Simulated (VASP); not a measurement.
Set up this calculation in VASP 6.6.1, as the native input.

```
Task                   : relaxation of cell and atoms
Functional             : PBE
Potentials or basis    : VASP PAW PBE potentials, release 64 (P)
Cutoff                 : 600 eV
k mesh                 : 22 × 22 × 22
Occupations            : gaussian, width 0.1 eV
Spin                   : no spin polarisation
Dipole correction      : no
Further INCAR settings : ALGO = Fast; EDIFF = 1e-06; IBRION = 2; EDIFFG = -0.01; NSW = 100; ISIF = 3
```

The structure of P lies in POSCAR:

```
P
1.0
    2.4413406985      0.0000000000      0.0000000000
    0.0000000000      2.4413406985      0.0000000000
    0.0000000000      0.0000000000      2.4413406985
P
1
Direct
    0.0000000000      0.0000000000      0.0000000000
```

The cell was generated, and may not be a known phase.

These files were run (other wordings do the same):

INCAR

```
SYSTEM = P
PREC = Accurate
ENCUT = 600
EDIFF = 1E-6
ISMEAR = 0
SIGMA = 0.1
LREAL = .FALSE.
LASPH = .TRUE.
NELM = 80
ALGO = Fast
ISIF = 3
LWAVE = .FALSE.
LCHARG = .FALSE.
GGA = PE
IBRION = 2
NSW = 100
EDIFFG = -0.01
```

KPOINTS

```
regular mesh
0
G
  22 22 22
  0 0 0
```

Potentials or basis: VASP PAW PBE potentials, release 64 (P).

The run is started by

```sh
$ cat potpaw_PBE.64/P/POTCAR > POTCAR
$ mpirun -np 1 vasp_std > vasp.out
```

Results of the run:

The relaxed volume is 14.59 Å³/atom, the relaxed cell is a = 2.443 Å, b = 2.443 Å, c = 2.443 Å, α = 90.00°, β = 90.00°, γ = 90.00° and the space group after relaxing (to 0.1 Å) is Pm-3m (No. 221). The energy gained by relaxing is 0.0 meV/atom and the ionic steps are 2. The pressure after relaxing is -0.1 GPa and the band gap on the k mesh is zero (an odd number of electrons rules out a gap without spin polarisation).

It took 16 s on 1 thread of Oxide Virtual Turin-like Processor, with other jobs on the host, peak memory 0.12 GiB.
